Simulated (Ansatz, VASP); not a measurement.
## ScTaN: VASP beside Ansatz

Contents of INCAR:

```
SYSTEM = ScTaN
PREC = Accurate
ENCUT = 600
EDIFF = 1E-6
ISMEAR = -1
SIGMA = 0.05
LREAL = .FALSE.
LASPH = .TRUE.
NELM = 80
ALGO = Normal
ISIF = 3
LWAVE = .FALSE.
LCHARG = .FALSE.
GGA = PS
IBRION = 2
NSW = 60
EDIFFG = -0.01
```

File KPOINTS:

```
Automatic mesh
0
G
  10 10 3
  0 0 0
```

The input POSCAR:

```
ScTaN
1.0
    3.0850655424      0.0000000000      0.0000000000
   -1.5425327712      2.6717451321      0.0000000000
    0.0000000000      0.0000000000     10.3401360000
Ta Sc N
2 2 2
Direct
    0.3333333333      0.6666666667      0.2456310000
    0.6666666667      0.3333333333      0.7543690000
    0.0000000000      0.0000000000      0.0000000000
    0.0000000000      0.0000000000      0.5000000000
    0.3333333333      0.6666666667      0.6298410000
    0.6666666667      0.3333333333      0.3701590000
```

File input.yaml:

```yaml
crystal:
  lattice:
    - [3.0850655424, 0.0, 0.0]
    - [-1.5425327712, 2.6717451321, 0.0]
    - [0.0, 0.0, 10.340136]
  atoms:
    - { symbol: Ta, position: [0.3333333333, 0.6666666667, 0.245631] }
    - { symbol: Ta, position: [0.6666666667, 0.3333333333, 0.754369] }
    - { symbol: Sc, position: [0.0, 0.0, 0.0] }
    - { symbol: Sc, position: [0.0, 0.0, 0.5] }
    - { symbol: "N", position: [0.3333333333, 0.6666666667, 0.629841] }
    - { symbol: "N", position: [0.6666666667, 0.3333333333, 0.370159] }
hamiltonian:
  xc: pbesol
  pseudopotentials: { kind: paw }
kpoints:
  mp_grid: { grid: [10, 10, 3] }
scf:
  occupations: { method: fermi_dirac, width: 0.05 }
output:
  forces: true
  stress: true
  eigenvalues: true
relax:
  f_tol: 0.01
  max_steps: 40
  cell: { stress_tol: 0.05 }
```

Alike in both runs: task relaxation of cell and atoms; functional PBEsol; k mesh 10 × 10 × 3; occupations fermi-dirac, width 0.05 eV; no spin polarisation.

|  | VASP | Ansatz |
| --- | --- | --- |
| version | VASP 6.6.1 | Ansatz 0.2.0 |
| potentials or method | VASP PAW PBE potentials, release 64 (Ta_pv, Sc_sv, N) | Ansatz PAW |
| plane-wave cutoff (eV) | 600 | 420 |
| valence electrons in the cell | 54 | 58 |

```csv
,VASP,Ansatz,Ansatz less VASP
"gap on the k mesh at the Fermi level, each at its own relaxed structure (eV)",none,none,-
relaxed volume (Å³/atom),13.77,13.74,-0.033
relaxed length of the cell vector where the two differ most in proportion (Å),3.056,3.053,-0.0025
```

VASP's potentials were made for PBE, not for PBEsol. A gap of «none» marks a metal or a gap that the smearing closes. VASP's potentials hold 54 valence electrons a cell and Ansatz's 58, so a difference there can come from the potentials and not from the codes.

Spin-orbit coupling is off throughout. Noted on Ansatz's run: the plane-wave basis is chosen anew once the cell has moved, so the energies of steps on either side of that aren't comparable.
